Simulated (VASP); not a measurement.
# NaCl (Fm-3m) in VASP: single point with PBE+D3(BJ)

Aim: the single point of NaCl with PBE+D3(BJ).

All numbers are computed with VASP 6.6.1; they aren't measurements. Logs are shortened: lines on timing, memory, paths and dates and some standing lists are left out, and cuts for length are marked.

## Step 1: The cell of the first run

It takes space group Fm-3m (No. 225, cubic). The conventional cell has a = 5.575 Å, b = 5.575 Å, c = 5.575 Å, α = 90.00°, β = 90.00°, γ = 90.00°. Na (site symmetry m-3m) has 6 Cl at 2.79 Å within 3.7 Å. Cl (site symmetry m-3m) has 6 Na at 2.79 Å within 3.7 Å.

## Step 2: Single point, PBE+D3(BJ)

INCAR reads:

```
PREC = Accurate
ENCUT = 520
EDIFF = 1E-7
ISMEAR = 0
SIGMA = 0.02
LREAL = F
LASPH = T
NELM = 80
ALGO = Normal
ISIF = 2
LWAVE = F
LCHARG = F
GGA = PE
IVDW = 12
NBANDS = 14
```

KPOINTS reads:

```
regular mesh
0
Gamma
  8 8 8
```

POSCAR reads:

```
NaCl
1.0
    0.0000000000      2.7877464552      2.7877464552
    2.7877464552      0.0000000000      2.7877464552
    2.7877464552      2.7877464552      0.0000000000
Na Cl
1 1
Direct
    0.0000000000      0.0000000000      0.0000000000
    0.5000000000      0.5000000000      0.5000000000
```

Potentials or basis: VASP PAW PBE potentials, release 64 (Na_pv, Cl).

Started as:

```
cat potpaw_PBE.64/Na_pv/POTCAR potpaw_PBE.64/Cl/POTCAR > POTCAR
mpirun -np 1 vasp_std > vasp.out
```

OUTCAR:

```text
PREC = Accurate
   ENCUT = 520
   EDIFF = 1E-7
   ISMEAR = 0
   LREAL = F
   LASPH = T
   NELM = 80
   ISIF = 2
   GGA = PE
   IVDW = 12
 IVDW          = 12

 ion  position               nearest neighbor table
   1  0.000  0.000  0.000-
   2  0.500  0.500  0.500-

  LATTYP: Found a face centered cubic cell.
 ALAT       =     5.5754929104

  Lattice vectors:

 A1 = (   0.0000000000,   2.7877464552,   2.7877464552)
 A2 = (   2.7877464552,   0.0000000000,   2.7877464552)
 A3 = (   2.7877464552,   2.7877464552,   0.0000000000)

Analysis of symmetry for initial positions (statically):
=====================================================================
 Subroutine PRICEL returns:
 Original cell was already a primitive cell.

 Routine SETGRP: Setting up the symmetry group for a
 face centered cubic supercell.

 Subroutine GETGRP returns: Found 48 space group operations
 (whereof 48 operations were pure point group operations)
 out of a pool of 48 trial point group operations.

The static configuration has the point symmetry O_h .

Analysis of symmetry for dynamics (positions and initial velocities):
=====================================================================
 Subroutine PRICEL returns:
 Original cell was already a primitive cell.

 Routine SETGRP: Setting up the symmetry group for a
 face centered cubic supercell.

 Subroutine GETGRP returns: Found 48 space group operations
 (whereof 48 operations were pure point group operations)
 out of a pool of 48 trial point group operations.

The dynamic configuration has the point symmetry O_h .

 Subroutine INISYM returns: Found 48 space group operations
 (whereof 48 operations are pure point group operations),
 and found     1 'primitive' translations

----------------------------------------------------------------------------------------

                                     Primitive cell

  volume of cell :      43.3301

  direct lattice vectors                    reciprocal lattice vectors
     0.000000000  2.787746455  2.787746455    -0.179356340  0.179356340  0.179356340
     2.787746455  0.000000000  2.787746455     0.179356340 -0.179356340  0.179356340
     2.787746455  2.787746455  0.000000000     0.179356340  0.179356340 -0.179356340

  length of vectors
     3.942468845  3.942468845  3.942468845     0.310654293  0.310654293  0.310654293

  position of ions in fractional coordinates (direct lattice)
     0.000000000  0.000000000  0.000000000
     0.500000000  0.500000000  0.500000000

  ion indices of the primitive-cell ions
   primitive index   ion index
                 1           1
                 2           2

----------------------------------------------------------------------------------------

 KPOINTS: regular mesh

Automatic generation of k-mesh.
 Grid dimensions read from file:
 generate k-points for:    8    8    8

 Generating k-lattice:

  Cartesian coordinates                     Fractional coordinates (reciprocal lattice)
    -0.022419542  0.022419542  0.022419542     0.125000000  0.000000000  0.000000000
     0.022419542 -0.022419542  0.022419542     0.000000000  0.125000000  0.000000000
     0.022419542  0.022419542 -0.022419542     0.000000000  0.000000000  0.125000000

  Length of vectors
     0.038831787  0.038831787  0.038831787

  Shift w.r.t. Gamma in fractional coordinates (k-lattice)
     0.000000000  0.000000000  0.000000000

 Subroutine IBZKPT returns following result:
 ===========================================

 Found     29 irreducible k-points:

 Following reciprocal coordinates:
            Coordinates               Weight
  0.000000  0.000000  0.000000      1.000000
  0.125000  0.000000  0.000000      8.000000
  0.250000  0.000000  0.000000      8.000000
  0.375000  0.000000  0.000000      8.000000
  0.500000  0.000000  0.000000      4.000000
  0.125000  0.125000  0.000000      6.000000
[... 16 lines left out ...]
  0.500000  0.250000  0.125000     48.000000
 -0.375000  0.250000  0.125000     24.000000
 [... further k-points ...]
   k-points           NKPTS =     29   k-points in BZ     NKDIM =     29   number of bands    NBANDS=     14
   number of dos      NEDOS =    301   number of ions     NIONS =      2
   total plane-waves  NPLWV =  27000
   dimension x,y,z NGX =    30 NGY =   30 NGZ =   30
   dimension x,y,z NGXF=    60 NGYF=   60 NGZF=   60
   ions per type =               1   1
   NGX,Y,Z   is equivalent  to a cutoff of  12.65, 12.65, 12.65 a.u.
   NGXF,Y,Z  is equivalent  to a cutoff of  25.30, 25.30, 25.30 a.u.
 SYSTEM =  unknown system
   PREC   = accura    normal or accurate (medium, high low for compatibility)
   ISTART =      0    job   : 0-new  1-cont  2-samecut
   ICHARG =      2    charge: 1-file 2-atom 10-const
   ISPIN  =      1    spin polarized calculation?
   LNONCOLLINEAR =      F non collinear calculations
   LSORBIT =      F    spin-orbit coupling
   LASPH  =      T    aspherical Exc in radial PAW
   ENCUT  =  520.0 eV  38.22 Ry    6.18 a.u.   7.33  7.33  7.33*2*pi/ulx,y,z
   NELM   =     80;   NELMIN=  2; NELMDL= -5     # of ELM steps
   EDIFF  = 0.1E-06   stopping-criterion for ELM
   LREAL  =      F    real-space projection
   EDIFFG = 0.1E-05   stopping-criterion for IOM
   NSW    =      0    number of steps for IOM
   IBRION =     -1    ionic relax: 0-MD 1-quasi-New 2-CG
   NFREE  =      0    steps in history (QN), initial steepest desc. (CG)
   ISIF   =      2    stress and relaxation
   ISYM   =      2    0-nonsym 1-usesym 2-fastsym
   POTIM  = 0.5000    time-step for ionic-motion
   TEBEG  =    0.0;   TEEND  =   0.0 temperature during run
   PSTRESS=    0.0 pullay stress
   NELECT =      14.0000    total number of electrons
   NUPDOWN=      -1.0000    fix difference up-down
   EMIN   =  10.00;   EMAX   =-10.00  energy-range for DOS
   EFERMI =   0.00;   METHOD = LEGACY
   ISMEAR =     0;   SIGMA  =   0.02  broadening in eV -4-tet -1-fermi 0-gaus
   EFERMI_NEDOS =   21; number of points for ismear=-14 and -15
   IALGO  =     38    algorithm
   IMIX   =      4    mixing-type and parameters
     AMIX     =   0.40;   BMIX     =  1.00
     AMIX_MAG =   1.60;   BMIX_MAG =  1.00
  volume/ion in A,a.u.               =      21.67       146.20
  Fermi-wavevector in a.u.,A,eV,Ry     =   1.123365  2.122852 17.169859  1.261949
  Thomas-Fermi vector in A             =   2.260031
   LORBIT       =      0    0 simple, 1 ext, 2 COOP (PROOUT), +10 PAW based schemes
   GGA     = PE    functional components
   LHFCALC =     F    Hartree Fock is set to
   AEXX    =    0.0000 exact exchange contribution
   IVDW    =    12    specifies the selected vdW correction
   LEPSILON=     F    determine dielectric tensor
   LRPA    =     F    only Hartree local field effects (RPA)
 non-spin polarized calculation
 Gauss-broadening in eV      SIGMA  =   0.02
  energy-cutoff  :      520.00
  volume of cell :       43.33
 maximum number of plane-waves:      1211
 NGX is ok and might be reduce to    30
   NGX = 15   NGY = 15   NGZ = 15

 number of electron      14.0000009 magnetization

 Free energy of the ion-electron system (eV)
  ---------------------------------------------------
  ext. energy  EPLUGINS =         0.00000000
  ---------------------------------------------------
  free energy    TOTEN  =        -6.76273243 eV

  energy without entropy =       -6.76273243  energy(sigma->0) =       -6.76273243

 E-fermi :  -0.3610     XC(G=0):  -8.3146

 val. band max:       -0.5274541182   @ k =   0.0000   0.0000   0.0000
 cond. band min:       4.7165753805   @ k =   0.0000   0.0000   0.0000
 fundamental gap:      5.2440294987
 Fermi energy:        -0.3609966934

 k-point     1 :       0.0000    0.0000    0.0000
  band No.  band energies     occupation
      1     -21.2811      2.00000
      2     -21.2811      2.00000
      3     -21.2811      2.00000
      4     -13.2664      2.00000
      5      -0.5275      2.00000
      6      -0.5275      2.00000
      7      -0.5275      2.00000
      8       4.7166      0.00000
      9      10.6271      0.00000
     10      10.6271      0.00000
     11      10.6271      0.00000
     12      12.8333      0.00000
     13      12.8333      0.00000
     14      14.4982      0.00000

 k-point     2 :       0.1250    0.0000    0.0000
  band No.  band energies     occupation
      1     -21.2862      2.00000
      2     -21.2814      2.00000
      3     -21.2814      2.00000
      4     -13.2145      2.00000
      5      -0.9157      2.00000
      6      -0.5712      2.00000
      7      -0.5712      2.00000
      8       5.2263      0.00000
      9      10.0910      0.00000
     10      10.8284      0.00000
     11      10.8284      0.00000
     12      12.5843      0.00000
     13      12.5843      0.00000
     14      15.4540      0.00000

 k-point     3 :       0.2500    0.0000    0.0000
  band No.  band energies     occupation
      1     -21.2984      2.00000
      2     -21.2823      2.00000
      3     -21.2823      2.00000
      4     -13.0855      2.00000
      5      -1.6826      2.00000
      6      -0.6735      2.00000
      7      -0.6735      2.00000
      8       6.2038      0.00000
      9       9.5726      0.00000
     10      10.9406      0.00000
     11      10.9406      0.00000
     12      12.8121      0.00000
     13      12.8121      0.00000
     14      15.3667      0.00000
[... 324 lines left out ...]
 k-point    23 :       0.5000    0.2500    0.1250
  band No.  band energies     occupation
      1     -21.3060      2.00000
      2     -21.2899      2.00000
      3     -21.2851      2.00000
      4     -12.9012      2.00000
      5      -2.1458      2.00000
      6      -1.2535      2.00000
      7      -0.9097      2.00000
      8       7.7724      0.00000
      9       9.1660      0.00000
     10       9.5129      0.00000
     11      11.5207      0.00000
     12      13.3500      0.00000
     13      15.8029      0.00000
     14      16.1806      0.00000

 k-point    24 :      -0.3750    0.2500    0.1250
  band No.  band energies     occupation
      1     -21.3086      2.00000
      2     -21.2904      2.00000
      3     -21.2860      2.00000
      4     -12.8587      2.00000
      5      -2.2696      2.00000
      6      -1.3360      2.00000
      7      -0.9657      2.00000
      8       7.8918      0.00000
      9       9.1606      0.00000
     10       9.8806      0.00000
     11      11.3330      0.00000
     12      14.0033      0.00000
     13      15.3150      0.00000
     14      16.3145      0.00000

 [... further k-points ...]

------------------------ aborting loop because EDIFF is reached ----------------------------------------

 Edisp (eV)   -0.44471

 E8    (eV) :    -0.1860

  FORCE on cell =-STRESS in cart. coord.  units (eV):
  Direction    XX          YY          ZZ          XY          YZ          ZX
  --------------------------------------------------------------------------------------
  -------------------------------------------------------------------------------------
  Total       0.00372     0.00372     0.00372     0.00000     0.00000     0.00000
  in kB       0.13755     0.13755     0.13755     0.00000     0.00000     0.00000
  external pressure =        0.14 kB  Pullay stress =        0.00 kB

 VOLUME and BASIS-vectors are now :
 -----------------------------------------------------------------------------
  energy-cutoff  :      520.00
  volume of cell :       43.33
      direct lattice vectors                 reciprocal lattice vectors
     0.000000000  2.787746455  2.787746455    -0.179356340  0.179356340  0.179356340
     2.787746455  0.000000000  2.787746455     0.179356340 -0.179356340  0.179356340
     2.787746455  2.787746455  0.000000000     0.179356340  0.179356340 -0.179356340

 POSITION                                       TOTAL-FORCE (eV/Angst)
 -----------------------------------------------------------------------------------
      0.00000      0.00000      0.00000        -0.000000     -0.000000     -0.000000
      2.78775      2.78775      2.78775         0.000000      0.000000      0.000000
 -----------------------------------------------------------------------------------
    total drift:                               -0.000000      0.000000      0.000000

  FREE ENERGIE OF THE ION-ELECTRON SYSTEM (eV)
  ---------------------------------------------------
  free  energy   TOTEN  =        -7.2074454384 eV

  energy  without entropy=       -7.2074454384  energy(sigma->0) =       -7.20744544
```

Wall time 30 s (1 thread of Oxide Virtual Turin-like, shared host); peak memory 0.14 GiB.

What came out:

```
Free energy                : -7.2074 eV
Pressure                   : 0.0 GPa
Band gap on the k mesh     : 5.24 eV
Dispersion energy per atom : -0.222 eV
```

Levels at points of the mesh, in eV from the valence-band top:
```
           k point  band 5  band 6  band 7  band 8  band 9  band 10
(0.00, 0.00, 0.00)    0.00    0.00    0.00    5.24   11.15    11.15
(0.50, 0.00, 0.00)   -2.03   -0.28   -0.28    7.34   10.91    11.06
(0.50, 0.50, 0.00)   -1.75   -0.63   -0.63    7.64    8.05    11.57
```

Expect the measured gap to be larger: semilocal functionals such as PBE lack the derivative discontinuity.
